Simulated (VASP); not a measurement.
Crystal: Pt.

```
CELL_PARAMETERS angstrom
-1.60507 1.60507 1.60507
1.60507 -1.60507 1.60507
1.60507 1.60507 -1.60507
ATOMIC_POSITIONS crystal
Pt 0.00000 0.00000 0.00000
```

Base run:

```yaml
Program: VASP 6.6.1
Functional: r2SCAN
Potentials_or_basis: VASP PAW PBE potentials, release 64 (Pt)
Cutoff: 520 eV
k_mesh: 12 × 12 × 12
Occupations: fermi-dirac, width 0.05 eV
Spin: no spin polarisation
```

Its results: band gap on the k mesh zero (band 5 reaches 10.13 eV, above the bottom of band 6 at 7.99 eV); pressure -14.3 GPa.

Q: The run is repeated on the same cell with these changes: functional from r2SCAN to PBEsol. What comes out?

A: Band gap on the k mesh zero (band 5 reaches 10.15 eV, above the bottom of band 6 at 8.18 eV); pressure -19.1 GPa.

Caveats: the PAW data sets were made with another functional, which shifts forces and pressure a little; spin-orbit coupling is left out, which moves the levels of the heavy elements.
